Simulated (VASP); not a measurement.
# Ru (P6_3/mmc) in VASP: settings compared

Ru is run at these levels: revPBE+D3(BJ), SVWN5, LDA, BLYP+D4; tasks: single point.

Program: VASP 6.6.1. These are calculated values, not measurements. Logs are shortened: lines on timing, memory, paths and dates and some standing lists are left out, and cuts for length are marked.

## Step 1: The cell of the first run

Symmetry: P6_3/mmc, No. 194, hexagonal system. The conventional cell has a = 2.686 Å, b = 2.686 Å, c = 4.254 Å, α = 90.00°, β = 90.00°, γ = 120.00°. Ru (site symmetry -6m2) has 12 Ru at 2.63 to 2.69 Å within 3.5 Å.

## Step 2: Single point, revPBE+D3(BJ)

Input file INCAR:

```
SYSTEM = Ru
PREC = Accurate
ENCUT = 520
EDIFF = 1E-7
ISMEAR = -1
SIGMA = 0.05
LREAL = .False.
LASPH = .True.
NELM = 80
ALGO = Normal
ISIF = 2
LWAVE = .False.
LCHARG = .False.
GGA = RE
IVDW = 12
NBANDS = 21
```

Input file KPOINTS:

```
regular mesh
0
Gamma
  11 11 6
  0 0 0
```

Input file POSCAR:

```
Ru
1.0
    2.6857445800      0.0000000000      0.0000000000
   -1.3428722900      2.3259230343      0.0000000000
    0.0000000000      0.0000000000      4.2544587890
Ru
2
Direct
    0.6666666667      0.3333333333      0.7500000000
    0.3333333333      0.6666666667      0.2500000000
```

Potentials or basis: VASP PAW PBE potentials, release 64 (Ru_pv).

Launch:

```
$ cat potpaw_PBE.64/Ru_pv/POTCAR > POTCAR
$ mpirun -np 1 vasp_std > vasp.out
```

OUTCAR:

```text
SYSTEM = Ru
   PREC = Accurate
   ENCUT = 520
   EDIFF = 1E-7
   ISMEAR = -1
   LREAL = .False.
   LASPH = .True.
   NELM = 80
   ISIF = 2
   GGA = RE
   IVDW = 12
 IVDW          = 12

 ion  position               nearest neighbor table
   1  0.667  0.333  0.750-   2 2.63   2 2.63   2 2.63   2 2.63   2 2.63   2 2.63
   2  0.333  0.667  0.250-   1 2.63   1 2.63   1 2.63   1 2.63   1 2.63   1 2.63

  LATTYP: Found a hexagonal cell.
 ALAT       =     2.6857445800
 C/A-ratio  =     1.5840891277

  Lattice vectors:

 A1 = (   2.6857445800,   0.0000000000,   0.0000000000)
 A2 = (  -1.3428722900,   2.3259230343,   0.0000000000)
 A3 = (   0.0000000000,   0.0000000000,   4.2544587890)

Analysis of symmetry for initial positions (statically):
=====================================================================
 Subroutine PRICEL returns:
 Original cell was already a primitive cell.

 Routine SETGRP: Setting up the symmetry group for a
 hexagonal supercell.

 Subroutine GETGRP returns: Found 24 space group operations
 (whereof 12 operations were pure point group operations)
 out of a pool of 24 trial point group operations.

The static configuration has the point symmetry D_3d.
 The point group associated with its full space group is D_6h.

Analysis of symmetry for dynamics (positions and initial velocities):
=====================================================================
 Subroutine PRICEL returns:
 Original cell was already a primitive cell.

 Routine SETGRP: Setting up the symmetry group for a
 hexagonal supercell.

 Subroutine GETGRP returns: Found 24 space group operations
 (whereof 12 operations were pure point group operations)
 out of a pool of 24 trial point group operations.

The dynamic configuration has the point symmetry D_3d.
 The point group associated with its full space group is D_6h.

 Subroutine INISYM returns: Found 24 space group operations
 (whereof 12 operations are pure point group operations),
 and found     1 'primitive' translations

----------------------------------------------------------------------------------------

                                     Primitive cell

  volume of cell :      26.5769

  direct lattice vectors                    reciprocal lattice vectors
     2.685744580  0.000000000  0.000000000     0.372336226  0.214968420  0.000000000
    -1.342872290  2.325923034  0.000000000     0.000000000  0.429936840  0.000000000
     0.000000000  0.000000000  4.254458789     0.000000000  0.000000000  0.235047523

  length of vectors
     2.685744580  2.685744580  4.254458789     0.429936840  0.429936840  0.235047523

  position of ions in fractional coordinates (direct lattice)
     0.666666667  0.333333333  0.750000000
     0.333333333  0.666666667  0.250000000

  ion indices of the primitive-cell ions
   primitive index   ion index
                 1           1
                 2           2

----------------------------------------------------------------------------------------

 KPOINTS: regular mesh

Automatic generation of k-mesh.
 Grid dimensions read from file:
 generate k-points for:   11   11    6

 Generating k-lattice:

  Cartesian coordinates                     Fractional coordinates (reciprocal lattice)
     0.033848748  0.019542584  0.000000000     0.090909091 -0.000000000  0.000000000
     0.000000000  0.039085167  0.000000000     0.000000000  0.090909091  0.000000000
     0.000000000  0.000000000  0.039174587     0.000000000  0.000000000  0.166666667

  Length of vectors
     0.039085167  0.039085167  0.039174587

  Shift w.r.t. Gamma in fractional coordinates (k-lattice)
     0.000000000  0.000000000  0.000000000

 Subroutine IBZKPT returns following result:
 ===========================================

 Found     64 irreducible k-points:

 Following reciprocal coordinates:
            Coordinates               Weight
  0.000000  0.000000  0.000000      1.000000
  0.090909 -0.000000  0.000000      6.000000
  0.181818  0.000000  0.000000      6.000000
  0.272727  0.000000  0.000000      6.000000
  0.363636  0.000000  0.000000      6.000000
  0.454545 -0.000000  0.000000      6.000000
[... 16 lines left out ...]
  0.090909  0.090909  0.166667     12.000000
  0.181818  0.090909  0.166667     24.000000
 [... further k-points ...]
   k-points           NKPTS =     64   k-points in BZ     NKDIM =     64   number of bands    NBANDS=     21
   number of dos      NEDOS =    301   number of ions     NIONS =      2
   total plane-waves  NPLWV =  12800
   dimension x,y,z NGX =    20 NGY =   20 NGZ =   32
   dimension x,y,z NGXF=    40 NGYF=   40 NGZF=   64
   ions per type =               2
   NGX,Y,Z   is equivalent  to a cutoff of  12.38, 12.38, 12.50 a.u.
   NGXF,Y,Z  is equivalent  to a cutoff of  24.76, 24.76, 25.01 a.u.
 SYSTEM =  Ru
   PREC   = accura    normal or accurate (medium, high low for compatibility)
   ISTART =      0    job   : 0-new  1-cont  2-samecut
   ICHARG =      2    charge: 1-file 2-atom 10-const
   ISPIN  =      1    spin polarized calculation?
   LNONCOLLINEAR =      F non collinear calculations
   LSORBIT =      F    spin-orbit coupling
   LASPH  =      T    aspherical Exc in radial PAW
   ENCUT  =  520.0 eV  38.22 Ry    6.18 a.u.   4.99  4.99  7.91*2*pi/ulx,y,z
   NELM   =     80;   NELMIN=  2; NELMDL= -5     # of ELM steps
   EDIFF  = 0.1E-06   stopping-criterion for ELM
   LREAL  =      F    real-space projection
   EDIFFG = 0.1E-05   stopping-criterion for IOM
   NSW    =      0    number of steps for IOM
   IBRION =     -1    ionic relax: 0-MD 1-quasi-New 2-CG
   NFREE  =      0    steps in history (QN), initial steepest desc. (CG)
   ISIF   =      2    stress and relaxation
   ISYM   =      2    0-nonsym 1-usesym 2-fastsym
   POTIM  = 0.5000    time-step for ionic-motion
   TEBEG  =    0.0;   TEEND  =   0.0 temperature during run
   PSTRESS=    0.0 pullay stress
   NELECT =      28.0000    total number of electrons
   NUPDOWN=      -1.0000    fix difference up-down
   EMIN   =  10.00;   EMAX   =-10.00  energy-range for DOS
   EFERMI =   0.00;   METHOD = LEGACY
   ISMEAR =    -1;   SIGMA  =   0.05  broadening in eV -4-tet -1-fermi 0-gaus
   EFERMI_NEDOS =   21; number of points for ismear=-14 and -15
   IALGO  =     38    algorithm
   IMIX   =      4    mixing-type and parameters
     AMIX     =   0.40;   BMIX     =  1.00
     AMIX_MAG =   1.60;   BMIX_MAG =  1.00
  volume/ion in A,a.u.               =      13.29        89.67
  Fermi-wavevector in a.u.,A,eV,Ry     =   1.665812  3.147929 37.755221  2.774930
  Thomas-Fermi vector in A             =   2.752117
   LORBIT       =      0    0 simple, 1 ext, 2 COOP (PROOUT), +10 PAW based schemes
   GGA     = RE    functional components
   LHFCALC =     F    Hartree Fock is set to
   AEXX    =    0.0000 exact exchange contribution
   IVDW    =    12    specifies the selected vdW correction
   LEPSILON=     F    determine dielectric tensor
   LRPA    =     F    only Hartree local field effects (RPA)
 non-spin polarized calculation
  energy-cutoff  :      520.00
  volume of cell :       26.58
 maximum number of plane-waves:       733
 NGX is ok and might be reduce to    20
   NGX =  9   NGY =  9   NGZ = 15

 number of electron      27.9999997 magnetization

 Free energy of the ion-electron system (eV)
  ---------------------------------------------------
  ext. energy  EPLUGINS =         0.00000000
  ---------------------------------------------------
  free energy    TOTEN  =       -17.38947225 eV

  energy without entropy =      -17.37322462  energy(sigma->0) =      -17.38134844

 E-fermi :  13.2215     XC(G=0): -14.2016

 val. band max:       13.2032852391   @ k =   0.2727   0.0000   0.0000
 cond. band min:      13.2318976137   @ k =   0.2727   0.1818   0.0000
 fundamental gap:      0.0286123747
 Fermi energy:        13.2215317080

 k-point     1 :       0.0000    0.0000    0.0000
  band No.  band energies     occupation
      1     -30.4434      2.00000
      2     -29.4436      2.00000
      3     -29.4436      2.00000
      4     -29.2629      2.00000
      5     -29.2629      2.00000
      6     -29.2199      2.00000
[... 13 lines left out ...]
     20      23.7494      0.00000
     21      23.8908      0.00000

 k-point     2 :       0.0909   -0.0000    0.0000
  band No.  band energies     occupation
      1     -30.4133      2.00000
      2     -29.5077      2.00000
      3     -29.4651      2.00000
      4     -29.3296      2.00000
      5     -29.2717      2.00000
      6     -29.2337      2.00000
[... 13 lines left out ...]
     20      23.7493      0.00000
     21      23.8464      0.00000

 k-point     3 :       0.1818    0.0000    0.0000
  band No.  band energies     occupation
      1     -30.3280      2.00000
      2     -29.6796      2.00000
      3     -29.5206      2.00000
      4     -29.5042      2.00000
      5     -29.2970      2.00000
      6     -29.2756      2.00000
[... 13 lines left out ...]
     20      23.7493      0.00000
     21      23.7649      0.00000

 k-point     4 :       0.2727    0.0000    0.0000
  band No.  band energies     occupation
      1     -30.2017      2.00000
      2     -29.9047      2.00000
      3     -29.7238      2.00000
      4     -29.5901      2.00000
      5     -29.3448      2.00000
      6     -29.3328      2.00000
[... 13 lines left out ...]
     20      23.7493      0.00000
     21      23.7534      0.00000

 k-point     5 :       0.3636    0.0000    0.0000
  band No.  band energies     occupation
      1     -30.1108      2.00000
      2     -30.0590      2.00000
      3     -29.9175      2.00000
      4     -29.6516      2.00000
      5     -29.4346      2.00000
      6     -29.3673      2.00000
[... 13 lines left out ...]
     20      23.7480      0.00000
     21      23.7494      0.00000
[... 382 lines left out ...]
     20      23.7493      0.00000
     21      24.6527      0.00000

 k-point    22 :       0.4545   -0.0000    0.1667
  band No.  band energies     occupation
      1     -30.2926      2.00000
      2     -30.0980      2.00000
      3     -29.8394      2.00000
      4     -29.6676      2.00000
      5     -29.4898      2.00000
      6     -29.4087      2.00000
[... 13 lines left out ...]
     20      23.7491      0.00000
     21      24.0984      0.00000

 k-point    23 :       0.0909    0.0909    0.1667
  band No.  band energies     occupation
      1     -30.2955      2.00000
      2     -29.5904      2.00000
      3     -29.5431      2.00000
      4     -29.4601      2.00000
      5     -29.3131      2.00000
      6     -29.2897      2.00000
[... 13 lines left out ...]
     20      23.7493      0.00000
     21      25.1501      0.00000

 k-point    24 :       0.1818    0.0909    0.1667
  band No.  band energies     occupation
      1     -30.2208      2.00000
      2     -29.7631      2.00000
      3     -29.7113      2.00000
      4     -29.5430      2.00000
      5     -29.3620      2.00000
      6     -29.3265      2.00000
[... 13 lines left out ...]
     20      23.7493      0.00000
     21      25.2509      0.00000

 [... further k-points ...]

------------------------ aborting loop because EDIFF is reached ----------------------------------------

 Edisp (eV)   -2.41584

 E8    (eV) :    -1.7259

  FORCE on cell =-STRESS in cart. coord.  units (eV):
  Direction    XX          YY          ZZ          XY          YZ          ZX
  --------------------------------------------------------------------------------------
  -------------------------------------------------------------------------------------
  Total      -0.00155    -0.00155     0.00312    -0.00000     0.00000     0.00000
  in kB      -0.09367    -0.09367     0.18796    -0.00000     0.00000     0.00000
  external pressure =        0.00 kB  Pullay stress =        0.00 kB

 VOLUME and BASIS-vectors are now :
 -----------------------------------------------------------------------------
  energy-cutoff  :      520.00
  volume of cell :       26.58
      direct lattice vectors                 reciprocal lattice vectors
     2.685744580  0.000000000  0.000000000     0.372336226  0.214968420  0.000000000
    -1.342872290  2.325923034  0.000000000     0.000000000  0.429936840  0.000000000
     0.000000000  0.000000000  4.254458789     0.000000000  0.000000000  0.235047523

 POSITION                                       TOTAL-FORCE (eV/Angst)
 -----------------------------------------------------------------------------------
      1.34287      0.77531      3.19084         0.000000     -0.000000      0.000000
     -0.00000      1.55062      1.06361        -0.000000      0.000000      0.000000
 -----------------------------------------------------------------------------------
    total drift:                               -0.000000      0.000000     -0.000000

  FREE ENERGIE OF THE ION-ELECTRON SYSTEM (eV)
  ---------------------------------------------------
  free  energy   TOTEN  =       -19.8053127359 eV

  energy  without entropy=      -19.7890651051  energy(sigma->0) =      -19.79718892
```

Run time: 35 s. Hardware: 1 thread of Intel Xeon 8259CL, shared host; peak memory 0.16 GiB.

What came out:

```yaml
Free_energy: -19.8053 eV
Pressure: 0.0 GPa
Band_gap_on_the_k_mesh: zero (bands 14 and 15 overlap by 3.16 eV)
Dispersion_energy_per_atom: -1.208 eV
```

Caveat: the PAW data sets were made with another functional, which shifts forces and pressure a little.

## Step 3: Single point, SVWN5

This run uses another cell than the first one, of 13.08 Å³/atom.

Input file INCAR:

```
PREC = Accurate
ENCUT = 520
EDIFF = 1E-7
ISMEAR = -1
SIGMA = 0.05
LREAL = F
LASPH = T
NELM = 60
ALGO = Normal
ISIF = 2
LWAVE = F
LCHARG = F
GGA = VW
NBANDS = 21
```

Input file KPOINTS:

```
regular mesh
0
Gamma
  11 11 6
```

Input file POSCAR:

```
Ru
1.0
    2.6727259395      0.0000000000      0.0000000000
   -1.3363629697      2.3146485609      0.0000000000
    0.0000000000      0.0000000000      4.2289567798
Ru
2
Direct
    0.6666666667      0.3333333333      0.7500000000
    0.3333333333      0.6666666667      0.2500000000
```

Potentials or basis: VASP PAW PBE potentials, release 64 (Ru_pv).

Launch:

```
$ cat potpaw_PBE.64/Ru_pv/POTCAR > POTCAR
$ mpirun -np 1 vasp_std > vasp.out
```

OUTCAR:

```text
PREC = Accurate
   ENCUT = 520
   EDIFF = 1E-7
   ISMEAR = -1
   LREAL = F
   LASPH = T
   NELM = 60
   ISIF = 2
   GGA = VW

 ion  position               nearest neighbor table
   1  0.667  0.333  0.750-   2 2.62   2 2.62   2 2.62   2 2.62   2 2.62   2 2.62
   2  0.333  0.667  0.250-   1 2.62   1 2.62   1 2.62   1 2.62   1 2.62   1 2.62

  LATTYP: Found a hexagonal cell.
 ALAT       =     2.6727259395
 C/A-ratio  =     1.5822635300

  Lattice vectors:

 A1 = (   2.6727259395,   0.0000000000,   0.0000000000)
 A2 = (  -1.3363629697,   2.3146485609,   0.0000000000)
 A3 = (   0.0000000000,   0.0000000000,   4.2289567798)

Analysis of symmetry for initial positions (statically):
=====================================================================
 Subroutine PRICEL returns:
 Original cell was already a primitive cell.

 Routine SETGRP: Setting up the symmetry group for a
 hexagonal supercell.

 Subroutine GETGRP returns: Found 24 space group operations
 (whereof 12 operations were pure point group operations)
 out of a pool of 24 trial point group operations.

[... 160 lines left out ...]
  free energy    TOTEN  =       -21.39458235 eV

  energy without entropy =      -21.37857593  energy(sigma->0) =      -21.38657914

 E-fermi :  13.1542     XC(G=0): -14.6142

 val. band max:       13.1377077015   @ k =   0.2727   0.0000   0.0000
 cond. band min:      13.1704829448   @ k =   0.2727   0.1818   0.1667
 fundamental gap:      0.0327752433
 Fermi energy:        13.1542222656

 k-point     1 :       0.0000    0.0000    0.0000
  band No.  band energies     occupation
      1     -30.4915      2.00000
      2     -29.4285      2.00000
      3     -29.4285      2.00000
      4     -29.2362      2.00000
      5     -29.2362      2.00000
      6     -29.1897      2.00000
[... 565 lines left out ...]
     20      23.3812      0.00000
     21      25.3154      0.00000

 [... further k-points ...]

------------------------ aborting loop because EDIFF is reached ----------------------------------------

  FORCE on cell =-STRESS in cart. coord.  units (eV):
  Direction    XX          YY          ZZ          XY          YZ          ZX
  --------------------------------------------------------------------------------------
  -------------------------------------------------------------------------------------
  Total       -0.0132847     -0.0132847     -0.0066568     -0.0000000     -0.0000000      0.0000000
  in kB       -0.8135590     -0.8135590     -0.4076640     -0.0000000     -0.0000000      0.0000000
  external PRESSURE =      -0.6782607 kB  Pullay stress =       0.0000000 kB

 VOLUME and BASIS-vectors are now :
 -----------------------------------------------------------------------------
  energy-cutoff  :      520.00
  volume of cell :       26.16
      direct lattice vectors                 reciprocal lattice vectors
     2.672725939  0.000000000  0.000000000     0.374149846  0.216015515  0.000000000
    -1.336362970  2.314648561  0.000000000     0.000000000  0.432031029  0.000000000
     0.000000000  0.000000000  4.228956780     0.000000000  0.000000000  0.236464937

 POSITION                                       TOTAL-FORCE (eV/Angst)
 -----------------------------------------------------------------------------------
      1.33636      0.77155      3.17172        -0.000000      0.000000      0.000000
     -0.00000      1.54310      1.05724         0.000000     -0.000000      0.000000
 -----------------------------------------------------------------------------------
    total drift:                               -0.000000      0.000000     -0.000000

  FREE ENERGIE OF THE ION-ELECTRON SYSTEM (eV)
  ---------------------------------------------------
  free  energy   TOTEN  =       -21.3945823550 eV

  energy  without entropy=      -21.3785759317  energy(sigma->0) =      -21.38657914
```

Run time: 39 s. Hardware: 1 thread of Intel Xeon 8259CL, shared host; peak memory 0.14 GiB.

Results:

```yaml
Free_energy: -21.3946 eV
Pressure: -0.1 GPa
Band_gap_on_the_k_mesh: zero (bands 14 and 15 overlap by 3.26 eV)
```

Levels at points of the mesh, in eV from the Fermi level:
```
           k point  band 12  band 13  band 14  band 15  band 16  band 17
(0.00, 0.00, 0.00)    -1.96    -1.96    -1.40    -1.40     1.34     1.34
(0.00, 0.00, 0.50)    -2.86    -2.78    -2.78     0.66     0.66     0.66
```

Caveat: the PAW data sets were made with another functional, which shifts forces and pressure a little.

## Step 4: Single point, LDA

Input file INCAR:

```
  PREC = Accurate
  ENCUT = 520
  EDIFF = 1E-6
  ISMEAR = -1
  SIGMA = 0.05
  LREAL = False
  LASPH = True
  NELM = 100
  ALGO = Normal
  ISIF = 2
  LWAVE = False
  LCHARG = False
  NBANDS = 21
```

Input file KPOINTS:

```
Automatic mesh
0
Gamma
  11 11 6
```

Input file POSCAR:

```
Ru
1.0
    2.6876397213      0.0000000000      0.0000000000
   -1.3438198606      2.3275642749      0.0000000000
    0.0000000000      0.0000000000      4.2531615502
Ru
2
Direct
    0.6666666667      0.3333333333      0.7500000000
    0.3333333333      0.6666666667      0.2500000000
```

Potentials or basis: VASP PAW LDA potentials, release 64 (Ru_pv).

Launch:

```
$ cat potpaw_LDA.64/Ru_pv/POTCAR > POTCAR
$ mpirun -np 1 vasp_std > vasp.out
```

It took 40 s on 1 thread of Intel Xeon 8259CL, shared host; peak memory 0.14 GiB.

Results (log left out):

```
Free energy            : -21.3812 eV
Pressure               : -4.8 GPa
Band gap on the k mesh : zero (bands 14 and 15 overlap by 3.18 eV)
```

Stress tensor (GPa, compression positive):
```
-4.70  0.00  0.00
 0.00 -4.70  0.00
 0.00  0.00 -5.05
```

Levels at points of the mesh, in eV from the Fermi level:
| k point | band 10 | band 11 | band 12 | band 13 | band 14 | band 15 | band 16 | band 17 | band 18 | band 19 |
| --- | --- | --- | --- | --- | --- | --- | --- | --- | --- | --- |
| (0.00, 0.00, 0.00) | -2.62 | -2.44 | -1.92 | -1.92 | -1.37 | -1.37 | 1.30 | 1.30 | 1.39 | 10.02 |
| (0.00, 0.00, 0.50) | -2.79 | -2.79 | -2.79 | -2.72 | -2.72 | 0.64 | 0.64 | 0.64 | 0.64 | 10.03 |

Caveat: the cell stands under tension.

[end of part 1 of 2]
